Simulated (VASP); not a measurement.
A run of VASP 6.6.1:

Contents of INCAR:

```
SYSTEM = ScNb
PREC = Accurate
ENCUT = 500
EDIFF = 1E-6
ISMEAR = 0
SIGMA = 0.1
LREAL = .False.
LASPH = .True.
NELM = 120
ALGO = Normal
ISIF = 2
LWAVE = .False.
LCHARG = .True.
LELF = .True.
LVHAR = .True.
NBANDS = 19
GGA_COMPAT = .False.
```

File KPOINTS:

```
Automatic mesh
0
Gamma
  6 6 4
  0 0 0
```

The input POSCAR:

```
ScNb
1.0
    3.0656443612      0.0000000000      0.0000000000
   -1.5328221806      2.6549258957      0.0000000000
    0.0000000000      0.0000000000      5.0721940000
Sc Nb
1 1
Direct
    0.0000000000      0.0000000000      0.0000000000
    0.3333333333      0.6666666667      0.5000000000
```

Potentials or basis: VASP PAW LDA potentials, release 64 (Sc_sv, Nb_sv).

Launch:

```sh
$ cat potpaw_LDA.64/Sc_sv/POTCAR potpaw_LDA.64/Nb_sv/POTCAR > POTCAR
$ mpirun -np 1 vasp_std > vasp.out
```

Hardware: 1 thread of Intel Xeon 8259CL, with other jobs on the host.

Q: How long does it take, and how much memory?

A: Wall time 19 s on 1 thread of Intel Xeon 8259CL, with other jobs on the host, peak memory 0.15 GiB. Counts: scf iterations 13, k points 21.
